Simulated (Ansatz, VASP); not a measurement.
**Cl in VASP and in Ansatz**

```xyz
4
Lattice="3.1252 -2.0072 0.0000 3.1252 2.0072 0.0000 0.0000 0.0000 8.1466" Properties=species:S:1:pos:R:3 pbc="T T T"
Cl    3.1252   -1.5080    4.9489
Cl    3.1252    1.5080    3.1977
Cl    3.1252   -0.4993    0.8756
Cl    3.1252    0.4993    7.2710
```

Alike in both runs: task single point; functional LDA; k mesh 8 × 8 × 4; no spin polarisation.

```csv
,VASP,Ansatz
version,VASP 6.6.1,Ansatz 0.2.0
potentials or method,"VASP PAW LDA potentials, release 64 (Cl)","plane waves, PAW"
plane-wave cutoff (eV),520,420
occupations,"gaussian, width 0.01 eV",fixed
valence electrons in the cell,28,28
```

VASP gave:

| Item | Value |
| --- | --- |
| gap on the k mesh at the Fermi level (eV) | 2.08 |
| pressure (GPa) | -2.0 |
| traceless stress, the component that is largest in VASP (GPa) | 1.16 |
| rms of the force components (eV/Å) | 0.030 |

Problem. Which values does Ansatz return?

Solution. gap on the k mesh at the Fermi level (eV): 2.05; pressure (GPa): -1.7; traceless stress, the component that is largest in VASP (GPa): 0.92; rms of the force components (eV/Å): 0.076.

LDA's correlation is that of Perdew and Zunger in VASP and of Perdew and Wang (1992) in Ansatz. Atom by atom the forces differ by 0.082 eV/Å (rms over components).
